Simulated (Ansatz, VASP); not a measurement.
Cu in VASP and in Ansatz

```xyz
1
Lattice="-1.5169 1.4755 1.4238 1.4341 -1.4755 1.3353 1.5169 1.4755 -1.4238" Properties=species:S:1:pos:R:3 pbc="T T T"
Cu    0.0000    0.0000    0.0000
```

Change from the starting cell: strain -0.0600 x Voigt [0, 0, 0, 0, 1, 0], atoms carried along.

Alike in both runs: task single point; functional PBE; k mesh 30 × 30 × 30; occupations gaussian, width 0.15 eV; no spin polarisation.

|  | VASP | Ansatz |
| --- | --- | --- |
| version | VASP 6.6.1 | Ansatz 0.2.0 |
| potentials or method | VASP PAW PBE potentials, release 64 (Cu), cutoff 520 eV | scalar-relativistic, plane waves, PAW |
| valence electrons in the cell | 11 | 19 |

|  | VASP | Ansatz | Ansatz less VASP |
| --- | --- | --- | --- |
| gap on the k mesh at the Fermi level (eV) | none | none | - |
| pressure (GPa) | 1.1 | 0.6 | -0.54 |
| traceless stress, the component that is largest in VASP (GPa) | 5.23 | 5.28 | +0.050 |

A gap of «none» marks a metal or a gap that the smearing closes. The functional is the same, so the differences come from potentials, cutoffs and numerics. VASP's potentials hold 11 valence electrons a cell and Ansatz's 19, so a difference there can come from the potentials and not from the codes.
